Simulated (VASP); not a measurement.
# Mo (Im-3m) in VASP: a series of runs, part 2 of 2

VASP 6.6.1. The steps go on from the part before.

## Step 3: Single point, r2SCAN+D3(BJ)

This run uses another cell than the first one, of 15.58 Å³/atom.

POSCAR reads:

```
Mo
1.0
   -1.5734150000      1.5734150000      1.5734150000
    1.5734150000     -1.5734150000      1.5734150000
    1.5734150000      1.5734150000     -1.5734150000
Mo
1
Direct
    0.0000000000      0.0000000000      0.0000000000
```

INCAR.step1 reads:

```
  PREC = Accurate
  ENCUT = 520
  ISMEAR = 0
  SIGMA = 0.1
  LREAL = F
  LASPH = T
  NELM = 60
  NBANDS = 13
  GGA = PE
  ALGO = Normal
  EDIFF = 1E-4
  LWAVE = T
  LCHARG = F
```

INCAR.step2 reads:

```
  PREC = Accurate
  ENCUT = 520
  EDIFF = 1E-6
  ISMEAR = 0
  SIGMA = 0.1
  LREAL = F
  LASPH = T
  NELM = 60
  ALGO = Normal
  ISIF = 2
  LWAVE = F
  LCHARG = F
  METAGGA = R2SCAN
  LMIXTAU = T
  IVDW = 12
  VDW_S6 = 1.0
  VDW_S8 = 0.78981345
  VDW_A1 = 0.49484001
  VDW_A2 = 5.73083694
  NBANDS = 13
  ISTART = 1
```

KPOINTS reads:

```
regular mesh
0
Gamma
  9 9 9
```

Potentials or basis: VASP PAW PBE potentials, release 64 (Mo_sv).

Launch:

```console
$ cat potpaw_PBE.64/Mo_sv/POTCAR > POTCAR
$ cp INCAR.step1 INCAR
$ mpirun -np 1 vasp_std > vasp.out
$ cp INCAR.step2 INCAR
$ mpirun -np 1 vasp_std > vasp.out
```

OUTCAR:

```text
PREC = Accurate
   ENCUT = 520
   EDIFF = 1E-6
   ISMEAR = 0
   LREAL = F
   LASPH = T
   NELM = 60
   ISIF = 2
   METAGGA = R2SCAN
   IVDW = 12
   ISTART = 1
 IVDW          = 12

 ion  position               nearest neighbor table
   1  0.000  0.000  0.000-

  LATTYP: Found a body centered cubic cell.
 ALAT       =     3.1468300000

  Lattice vectors:

 A1 = (  -1.5734150000,   1.5734150000,   1.5734150000)
 A2 = (   1.5734150000,  -1.5734150000,   1.5734150000)
 A3 = (   1.5734150000,   1.5734150000,  -1.5734150000)

Analysis of symmetry for initial positions (statically):
=====================================================================
 Subroutine PRICEL returns:
 Original cell was already a primitive cell.

 Routine SETGRP: Setting up the symmetry group for a
 body centered cubic supercell.

 Subroutine GETGRP returns: Found 48 space group operations
 (whereof 48 operations were pure point group operations)
 out of a pool of 48 trial point group operations.

The static configuration has the point symmetry O_h .

Analysis of symmetry for dynamics (positions and initial velocities):
=====================================================================
 Subroutine PRICEL returns:
 Original cell was already a primitive cell.

 Routine SETGRP: Setting up the symmetry group for a
 body centered cubic supercell.

 Subroutine GETGRP returns: Found 48 space group operations
 (whereof 48 operations were pure point group operations)
 out of a pool of 48 trial point group operations.

The dynamic configuration has the point symmetry O_h .

 Subroutine INISYM returns: Found 48 space group operations
 (whereof 48 operations are pure point group operations),
 and found     1 'primitive' translations

----------------------------------------------------------------------------------------

                                     Primitive cell

  volume of cell :      15.5808

  direct lattice vectors                    reciprocal lattice vectors
    -1.573415000  1.573415000  1.573415000     0.000000000  0.317780115  0.317780115
     1.573415000 -1.573415000  1.573415000     0.317780115  0.000000000  0.317780115
     1.573415000  1.573415000 -1.573415000     0.317780115  0.317780115  0.000000000

  length of vectors
     2.725234721  2.725234721  2.725234721     0.449408949  0.449408949  0.449408949

  position of ions in fractional coordinates (direct lattice)
     0.000000000  0.000000000  0.000000000

  ion indices of the primitive-cell ions
   primitive index   ion index
                 1           1

----------------------------------------------------------------------------------------

 KPOINTS: regular mesh

Automatic generation of k-mesh.
 Grid dimensions read from file:
 generate k-points for:    9    9    9

 Generating k-lattice:

  Cartesian coordinates                     Fractional coordinates (reciprocal lattice)
     0.000000000  0.035308902  0.035308902     0.111111111  0.000000000  0.000000000
     0.035308902  0.000000000  0.035308902     0.000000000  0.111111111  0.000000000
     0.035308902  0.035308902  0.000000000     0.000000000  0.000000000  0.111111111

  Length of vectors
     0.049934328  0.049934328  0.049934328

  Shift w.r.t. Gamma in fractional coordinates (k-lattice)
     0.000000000  0.000000000  0.000000000

 Subroutine IBZKPT returns following result:
 ===========================================

 Found     35 irreducible k-points:

 Following reciprocal coordinates:
            Coordinates               Weight
  0.000000  0.000000  0.000000      1.000000
  0.111111  0.000000  0.000000     12.000000
  0.222222  0.000000  0.000000     12.000000
  0.333333  0.000000  0.000000     12.000000
  0.444444  0.000000  0.000000     12.000000
  0.111111  0.111111  0.000000     24.000000
[... 16 lines left out ...]
 -0.333333  0.444444  0.111111     48.000000
 -0.444444 -0.444444  0.111111     24.000000
 [... further k-points ...]
   k-points           NKPTS =     35   k-points in BZ     NKDIM =     35   number of bands    NBANDS=     13
   number of dos      NEDOS =    301   number of ions     NIONS =      1
   total plane-waves  NPLWV =   8000
   dimension x,y,z NGX =    20 NGY =   20 NGZ =   20
   dimension x,y,z NGXF=    40 NGYF=   40 NGZF=   40
   ions per type =               1
   NGX,Y,Z   is equivalent  to a cutoff of  12.20, 12.20, 12.20 a.u.
   NGXF,Y,Z  is equivalent  to a cutoff of  24.40, 24.40, 24.40 a.u.
 SYSTEM =  unknown system
   PREC   = accura    normal or accurate (medium, high low for compatibility)
   ISTART =      1    job   : 0-new  1-cont  2-samecut
   ICHARG =      0    charge: 1-file 2-atom 10-const
   ISPIN  =      1    spin polarized calculation?
   LNONCOLLINEAR =      F non collinear calculations
   LSORBIT =      F    spin-orbit coupling
   LASPH  =      T    aspherical Exc in radial PAW
   ENCUT  =  520.0 eV  38.22 Ry    6.18 a.u.   5.07  5.07  5.07*2*pi/ulx,y,z
   NELM   =     60;   NELMIN=  2; NELMDL=  0     # of ELM steps
   EDIFF  = 0.1E-05   stopping-criterion for ELM
   LREAL  =      F    real-space projection
   EDIFFG = 0.1E-04   stopping-criterion for IOM
   NSW    =      0    number of steps for IOM
   IBRION =     -1    ionic relax: 0-MD 1-quasi-New 2-CG
   NFREE  =      0    steps in history (QN), initial steepest desc. (CG)
   ISIF   =      2    stress and relaxation
   ISYM   =      2    0-nonsym 1-usesym 2-fastsym
   POTIM  = 0.5000    time-step for ionic-motion
   TEBEG  =    0.0;   TEEND  =   0.0 temperature during run
   PSTRESS=    0.0 pullay stress
   NELECT =      14.0000    total number of electrons
   NUPDOWN=      -1.0000    fix difference up-down
   EMIN   =  10.00;   EMAX   =-10.00  energy-range for DOS
   EFERMI =   0.00;   METHOD = LEGACY
   ISMEAR =     0;   SIGMA  =   0.10  broadening in eV -4-tet -1-fermi 0-gaus
   EFERMI_NEDOS =   21; number of points for ismear=-14 and -15
   IALGO  =     38    algorithm
   IMIX   =      4    mixing-type and parameters
     AMIX     =   0.40;   BMIX     =  1.00
     AMIX_MAG =   1.60;   BMIX_MAG =  1.00
  volume/ion in A,a.u.               =      15.58       105.14
  Fermi-wavevector in a.u.,A,eV,Ry     =   1.579747  2.985289 33.954710  2.495601
  Thomas-Fermi vector in A             =   2.680079
   LORBIT       =      0    0 simple, 1 ext, 2 COOP (PROOUT), +10 PAW based schemes
   METAGGA = R2SCAN    functional components
   LHFCALC =     F    Hartree Fock is set to
   AEXX    =    0.0000 exact exchange contribution
   IVDW    =    12    specifies the selected vdW correction
   LEPSILON=     F    determine dielectric tensor
   LRPA    =     F    only Hartree local field effects (RPA)
 non-spin polarized calculation
 Gauss-broadening in eV      SIGMA  =   0.10
  energy-cutoff  :      520.00
  volume of cell :       15.58
 maximum number of plane-waves:       432
   NGX = 11   NGY = 11   NGZ = 11

 number of electron      14.0000001 magnetization

 Free energy of the ion-electron system (eV)
  ---------------------------------------------------
  ext. energy  EPLUGINS =         0.00000000
  ---------------------------------------------------
  free energy    TOTEN  =       -26.09245323 eV

  energy without entropy =      -26.08838345  energy(sigma->0) =      -26.09041834

 E-fermi :  12.6003     XC(G=0): -14.6590

 val. band max:       12.5750063580   @ k =  -0.2222   0.2222   0.1111
 cond. band min:      12.8246241696   @ k =  -0.4444   0.4444   0.2222
 fundamental gap:      0.2496178115
 Fermi energy:        12.6003196956

 k-point     1 :       0.0000    0.0000    0.0000
  band No.  band energies     occupation
      1     -50.6278      2.00000
      2     -23.0913      2.00000
      3     -23.0913      2.00000
      4     -23.0913      2.00000
      5       4.9291      2.00000
      6      11.1730      2.00000
      7      11.1730      2.00000
      8      11.1730      2.00000
      9      14.5121      0.00000
     10      14.5121      0.00000
     11      28.1038      0.00000
     12      28.1038      0.00000
     13      28.1038      0.00000
[... 353 lines left out ...]
 k-point    24 :      -0.4444   -0.4444    0.1111
  band No.  band energies     occupation
      1     -50.2807      2.00000
      2     -24.4546      2.00000
      3     -23.8075      2.00000
      4     -23.3315      2.00000
      5       8.0481      2.00000
      6       9.9525      2.00000
      7      10.6589      2.00000
      8      13.4643      0.00000
      9      16.4565      0.00000
     10      20.0352      0.00000
     11      24.1584      0.00000
     12      27.1499      0.00000
     13      30.0962      0.00000

 [... further k-points ...]

------------------------ aborting loop because EDIFF is reached ----------------------------------------

 Edisp (eV)   -0.33817

 E8    (eV) :    -0.1276

  FORCE on cell =-STRESS in cart. coord.  units (eV):
  Direction    XX          YY          ZZ          XY          YZ          ZX
  --------------------------------------------------------------------------------------
  -------------------------------------------------------------------------------------
  Total      -0.18275    -0.18275    -0.18275     0.00000     0.00000     0.00000
  in kB     -18.79261   -18.79261   -18.79261     0.00000     0.00000     0.00000
  external pressure =      -18.79 kB  Pullay stress =        0.00 kB

 VOLUME and BASIS-vectors are now :
 -----------------------------------------------------------------------------
  energy-cutoff  :      520.00
  volume of cell :       15.58
      direct lattice vectors                 reciprocal lattice vectors
    -1.573415000  1.573415000  1.573415000     0.000000000  0.317780115  0.317780115
     1.573415000 -1.573415000  1.573415000     0.317780115  0.000000000  0.317780115
     1.573415000  1.573415000 -1.573415000     0.317780115  0.317780115  0.000000000

 POSITION                                       TOTAL-FORCE (eV/Angst)
 -----------------------------------------------------------------------------------
      0.00000      0.00000      0.00000         0.000000      0.000000      0.000000
 -----------------------------------------------------------------------------------
    total drift:                                0.000000     -0.000000      0.000000

  FREE ENERGIE OF THE ION-ELECTRON SYSTEM (eV)
  ---------------------------------------------------
  free  energy   TOTEN  =       -26.4306247054 eV

  energy  without entropy=      -26.4265549315  energy(sigma->0) =      -26.42858982
```

It took 38 s on 1 thread of AMD EPYC 7R13, shared host; peak memory 0.11 GiB.

Results:

```
Free energy                : -26.4306 eV
Pressure                   : -1.9 GPa
Band gap on the k mesh     : zero (bands 7 and 8 overlap by 4.83 eV)
Dispersion energy per atom : -0.338 eV
```

Caveat: three body term missing; the PAW data sets were made with another functional, which shifts forces and pressure a little.
